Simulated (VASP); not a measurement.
# Fe (Im-3m) in VASP: further runs, part 2 of 2

VASP 6.6.1. The steps go on from the part before.

**5. Single point, r2SCAN, collinear spin**

POSCAR reads:

```
Fe
1.0
   -2.9100000000      2.9100000000      2.9100000000
    1.4550000000     -1.4550000000      1.4550000000
    1.4550000000      1.4550000000     -1.4550000000
Fe
2
Direct
    0.0000000000      0.0000000000      0.0000000000
    0.5000000000      0.0000000000      0.0000000000
```

INCAR.step1 reads:

```
PREC = Accurate
ENCUT = 520
ISMEAR = -1
SIGMA = 0.1
LREAL = F
LASPH = T
NELM = 150
ISPIN = 2
MAGMOM = 0.12 0.12
LMAXMIX = 4
NBANDS = 19
GGA = PE
ALGO = Normal
EDIFF = 1E-4
LWAVE = T
LCHARG = F
```

INCAR.step2 reads:

```
PREC = Accurate
ENCUT = 520
EDIFF = 1E-7
ISMEAR = -1
SIGMA = 0.1
LREAL = F
LASPH = T
NELM = 150
ALGO = Normal
ISIF = 2
LWAVE = F
LCHARG = F
ISPIN = 2
MAGMOM = 0.12 0.12
LORBIT = 11
LMAXMIX = 4
METAGGA = R2SCAN
LMIXTAU = T
NBANDS = 19
ISTART = 1
```

KPOINTS reads:

```
regular mesh
0
Gamma
  7 14 14
```

Potentials or basis: VASP PAW PBE potentials, release 64 (Fe).

On the command line:

```
cat potpaw_PBE.64/Fe/POTCAR > POTCAR
cp INCAR.step1 INCAR
mpirun -np 1 vasp_std > vasp.out
cp INCAR.step2 INCAR
mpirun -np 1 vasp_std > vasp.out
```

OUTCAR:

```text
PREC = Accurate
   ENCUT = 520
   EDIFF = 1E-7
   ISMEAR = -1
   LREAL = F
   LASPH = T
   NELM = 150
   ISIF = 2
   ISPIN = 2
   LORBIT = 11
   METAGGA = R2SCAN
   ISTART = 1

 ion  position               nearest neighbor table
   1  0.000  0.000  0.000-   2 2.52   2 2.52   2 2.52   2 2.52   2 2.91   2 2.91   2 2.91   2 2.91

   2  0.500  0.000  0.000-   1 2.52   1 2.52   1 2.52   1 2.52   1 2.91   1 2.91   1 2.91   1 2.91

  LATTYP: Found a base centered orthorhombic cell.
 ALAT       =     2.9100000000
 B/A-ratio  =     1.4142135624
 C/A-ratio  =     1.4142135624

  Lattice vectors:

 A1 = (   1.4550000000,  -1.4550000000,   1.4550000000)
 A2 = (   1.4550000000,   1.4550000000,  -1.4550000000)
 A3 = (   0.0000000000,   2.9100000000,   2.9100000000)

Analysis of symmetry for initial positions (statically):
=====================================================================
 Subroutine PRICEL returns following result:

  LATTYP: Found a body centered cubic cell.
 ALAT       =     2.9100000000
[... 12 lines left out ...]
 Subroutine GETGRP returns: Found  8 space group operations
[... 738 lines left out ...]
 spin component 2

 k-point     1 :       0.0000    0.0000    0.0000
  band No.  band energies     occupation
      1      -3.4780      1.00000
      2       0.7395      1.00000
      3       2.3377      1.00000
      4       3.4019      1.00000
      5       3.4021      1.00000
      6       3.4023      1.00000
[... 517 lines left out ...]
     18      26.4598      0.00000
     19      30.4614      0.00000

 [... further k-points ...]
[... 5 lines left out ...]
  --------------------------------------------------------------------------------------
  -------------------------------------------------------------------------------------
  Total       -5.4890754     -5.4890466     -5.4890466      0.0000000      0.0000084      0.0000000
  in kB     -356.8870661   -356.8851968   -356.8851968      0.0000000      0.0005460      0.0000000
  external PRESSURE =    -356.8858199 kB  Pullay stress =       0.0000000 kB

 VOLUME and BASIS-vectors are now :
 -----------------------------------------------------------------------------
  energy-cutoff  :      520.00
  volume of cell :       24.64
      direct lattice vectors                 reciprocal lattice vectors
    -2.910000000  2.910000000  2.910000000     0.000000000  0.171821306  0.171821306
     1.455000000 -1.455000000  1.455000000     0.343642612  0.000000000  0.343642612
     1.455000000  1.455000000 -1.455000000     0.343642612  0.343642612  0.000000000

 POSITION                                       TOTAL-FORCE (eV/Angst)
 -----------------------------------------------------------------------------------
      0.00000      0.00000      0.00000         0.000000     -0.000000     -0.000000
     -1.45500      1.45500      1.45500        -0.000000      0.000000      0.000000
 -----------------------------------------------------------------------------------
    total drift:                               -0.000000     -0.000000      0.000000

  FREE ENERGIE OF THE ION-ELECTRON SYSTEM (eV)
  ---------------------------------------------------
  free  energy   TOTEN  =       -26.1274431393 eV

  energy  without entropy=      -25.8858264558  energy(sigma->0) =      -26.00663480

 total charge

# of ion       s       p       d       tot
------------------------------------------
    1        0.449   0.479   6.186   7.114
    2        0.449   0.479   6.186   7.114
--------------------------------------------------
tot          0.899   0.958  12.372  14.229

 magnetization (x)

# of ion       s       p       d       tot
------------------------------------------
    1       -0.000  -0.000  -0.000  -0.000
    2       -0.000  -0.000  -0.000  -0.000
--------------------------------------------------
tot         -0.000  -0.000  -0.000  -0.000
```

OSZICAR.step1:

```text
N       E                     dE             d eps       ncg     rms          rms(c)
DAV:   1     0.758964622521E+02    0.75896E+02   -0.68480E+03 18448   0.103E+03
DAV:   2    -0.149388633089E+02   -0.90835E+02   -0.80092E+02 17460   0.199E+02
DAV:   3    -0.183144710364E+02   -0.33756E+01   -0.31453E+01 19229   0.490E+01
DAV:   4    -0.183431259359E+02   -0.28655E-01   -0.28621E-01 19030   0.427E+00
DAV:   5    -0.183434468511E+02   -0.32092E-03   -0.32091E-03 19239   0.421E-01    0.147E+01
DAV:   6    -0.156903548680E+02    0.26531E+01   -0.86261E+00 18798   0.617E+01    0.624E+00
DAV:   7    -0.154414045493E+02    0.24895E+00   -0.11428E+00 19026   0.203E+01    0.546E+00
DAV:   8    -0.156052121421E+02   -0.16381E+00   -0.23608E-02 24655   0.204E+00    0.676E+00
DAV:   9    -0.153428128097E+02    0.26240E+00   -0.18739E-01 24271   0.732E+00    0.423E+00
DAV:  10    -0.152657945189E+02    0.77018E-01   -0.23718E-02 25331   0.265E+00    0.769E-01
DAV:  11    -0.152642813316E+02    0.15132E-02   -0.23116E-03 22392   0.704E-01    0.105E+00
DAV:  12    -0.152671207322E+02   -0.28394E-02   -0.40555E-03 24722   0.110E+00    0.145E+00
DAV:  13    -0.152606214902E+02    0.64992E-02   -0.68295E-04 24998   0.494E-01    0.549E-01
DAV:  14    -0.152597448851E+02    0.87661E-03   -0.37674E-04 22915   0.298E-01    0.146E-01
DAV:  15    -0.152597236944E+02    0.21191E-04   -0.18495E-05  8985   0.616E-02
   1 F= -.15259724E+02 E0= -.15128603E+02  d E =-.262241E+00  mag=    -0.0067
```

Run time: 18 min. Hardware: 1 thread of Oxide Virtual Turin-like, shared host; peak memory 0.24 GiB.

What came out:

| Property | Result |
| --- | --- |
| Free energy | -26.1274 eV |
| Pressure | -35.7 GPa |
| Band gap on the k mesh | zero (filled and empty bands overlap) |
| Net moment | 0.00 μB per cell |
| Valence electrons inside the program's atomic spheres | Fe 7.11 |

Levels at points of the mesh, in eV from the Fermi level:
Spin up:
```
           k point  band 6  band 7  band 8  band 9  band 10  band 11
(0.00, 0.00, 0.00)   -1.55   -0.04    0.03    0.03     0.22     0.38
(0.00, 0.50, 0.00)   -0.04    0.22    0.22    0.38     0.38     0.99
(0.00, 0.50, 0.50)    0.22    0.38    0.74    0.74     0.74     0.99
```
Spin down:
| k point | band 6 | band 7 | band 8 | band 9 | band 10 | band 11 |
| --- | --- | --- | --- | --- | --- | --- |
| (0.00, 0.00, 0.00) | -1.55 | -0.04 | 0.03 | 0.03 | 0.22 | 0.38 |
| (0.00, 0.50, 0.00) | -0.04 | 0.22 | 0.22 | 0.38 | 0.38 | 0.99 |
| (0.00, 0.50, 0.50) | 0.22 | 0.38 | 0.74 | 0.74 | 0.74 | 0.99 |

Caveat: the cell stands under tension; the PAW data sets were made with another functional, which shifts forces and pressure a little.

**6. Single point, r2SCAN, collinear spin**

POSCAR is that of step 5.

INCAR.step1 reads:

```
SYSTEM = Fe
ALGO = Normal
EDIFF = 1E-4
ENCUT = 520
GGA = PE
ISMEAR = -1
ISPIN = 2
LASPH = .True.
LCHARG = .False.
LMAXMIX = 4
LREAL = .False.
LWAVE = .True.
MAGMOM = 0.12 0.12
NBANDS = 19
NELM = 150
PREC = Accurate
SIGMA = 0.1
```

INCAR.step2 reads:

```
SYSTEM = Fe
ALGO = Normal
EDIFF = 1E-6
ENCUT = 520
ISIF = 2
ISMEAR = -1
ISPIN = 2
ISTART = 1
LASPH = .True.
LCHARG = .True.
LELF = .True.
LMAXMIX = 4
LMIXTAU = .True.
LORBIT = 11
LREAL = .False.
LVHAR = .True.
LWAVE = .False.
MAGMOM = 0.12 0.12
METAGGA = R2SCAN
NBANDS = 19
NELM = 150
PREC = Accurate
SIGMA = 0.1
```

KPOINTS reads:

```
k-points
0
Gamma
  7 14 14
  0 0 0
```

Potentials or basis: VASP PAW PBE potentials, release 64 (Fe).

On the command line:

```
cat potpaw_PBE.64/Fe/POTCAR > POTCAR
cp INCAR.step1 INCAR
mpirun -np 1 vasp_std > vasp.out
cp INCAR.step2 INCAR
mpirun -np 1 vasp_std > vasp.out
```

It took 12 min on 1 thread of Oxide Virtual Turin-like, shared host; peak memory 0.25 GiB.

It converged, with:

| Quantity | Value |
| --- | --- |
| Free energy | -26.1274 eV |
| Pressure | -35.7 GPa |
| Band gap on the k mesh | zero (filled and empty bands overlap) |
| Net moment | 0.00 μB per cell |
| Valence electrons inside the program's atomic spheres | Fe 7.11 |

Levels at points of the mesh, in eV from the Fermi level:
Spin up:
```
           k point  band 4  band 5  band 6  band 7  band 8  band 9  band 10  band 11  band 12  band 13
(0.00, 0.00, 0.00)   -1.55   -1.55   -1.55   -0.05    0.03    0.03     0.22     0.38     0.99     7.38
(0.00, 0.50, 0.00)   -2.62   -0.04   -0.04    0.22    0.22    0.38     0.38     0.99     0.99     7.38
(0.00, 0.50, 0.50)   -2.62   -0.04    0.22    0.38    0.74    0.74     0.74     0.99     7.38     9.86
```
Spin down:
| k point | band 4 | band 5 | band 6 | band 7 | band 8 | band 9 | band 10 | band 11 | band 12 | band 13 |
| --- | --- | --- | --- | --- | --- | --- | --- | --- | --- | --- |
| (0.00, 0.00, 0.00) | -1.55 | -1.55 | -1.55 | -0.04 | 0.03 | 0.03 | 0.22 | 0.38 | 0.99 | 7.38 |
| (0.00, 0.50, 0.00) | -2.62 | -0.04 | -0.04 | 0.22 | 0.22 | 0.38 | 0.38 | 0.99 | 0.99 | 7.38 |
| (0.00, 0.50, 0.50) | -2.62 | -0.04 | 0.22 | 0.38 | 0.74 | 0.74 | 0.74 | 0.99 | 7.38 | 9.86 |

Caveat: the cell stands under tension; the PAW data sets were made with another functional, which shifts forces and pressure a little.

**7. Summary**

| spin | gap on the mesh (eV) | pressure (GPa) | moment (μB) |
| --- | --- | --- | --- |
| off | none | -35.7 | - |
| collinear, ferromagnetic start | none | -6.7 | 5.44 |
| collinear, antiferromagnetic start | none | -7.6 | 0.00 |
| collinear | none | -35.7 | 0.00 |

Alike in all rows: task single point; level r2SCAN; potentials or basis VASP PAW PBE potentials, release 64 (Fe); cell as given; k mesh 7 × 14 × 14; cutoff (eV) 520; smearing fermi-dirac 0.1 eV.

Caveats: the cell stands under tension; the PAW data sets were made with another functional, which shifts forces and pressure a little; the antiferromagnetic order is the one typed at the start, and another may lie lower (at least some runs).

Absolute energies hang on the potentials; compare differences alone.
